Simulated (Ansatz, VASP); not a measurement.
In2GaP3: VASP beside Ansatz

```
CELL_PARAMETERS angstrom
4.12576 -0.00007 -0.00041
0.00045 7.09066 -0.01502
-0.00126 -0.02110 10.07724
ATOMIC_POSITIONS crystal
In 0.49991 0.50019 0.99322
In 0.00041 0.00038 0.99302
In 0.49907 0.16671 0.33924
In 0.99993 0.66682 0.33910
Ga 0.00026 0.33320 0.66586
Ga 0.50012 0.83280 0.66594
P 0.00041 0.00018 0.73708
P 0.50047 0.49999 0.73721
P 0.99920 0.33315 0.43001
P 0.49992 0.83313 0.43006
P 0.50035 0.16661 0.08467
P 0.99994 0.66683 0.08458
```

Change from the starting cell: cell x2, atoms moved at random (sigma 0.05 Å) and cell strained at random (1.5 %), then relaxed without symmetry.

Alike in both runs: functional PBE; k mesh 4 × 2 × 2; occupations gaussian, width 0.1 eV; no spin polarisation.

Ansatz relaxed the structure, and its values are those at the end. VASP's run is a single point on that final structure, the one shown.

|  | VASP | Ansatz |
| --- | --- | --- |
| version | VASP 6.6.1 | Ansatz 0.2.0 |
| potentials or method | VASP PAW PBE potentials, release 64 (In_d, Ga_d, P), cutoff 520 eV | scalar-relativistic, plane waves, PAW |
| valence electrons in the cell | 108 | 108 |

VASP gave:

| Property | Result |
| --- | --- |
| gap on the k mesh at the Fermi level (eV) | 0.40 |
| least direct gap on the mesh (eV) | 0.40 |
| pressure (GPa) | 0.0 |
| rms of the force components (eV/Å) | 0.006 |

Task: Estimate Ansatz's values.

Result: gap on the k mesh at the Fermi level (eV): 0.41; least direct gap on the mesh (eV): 0.41; pressure (GPa): 0.0; rms of the force components (eV/Å): 0.006.

The k mesh is coarse, so the values compare programs but aren't converged.
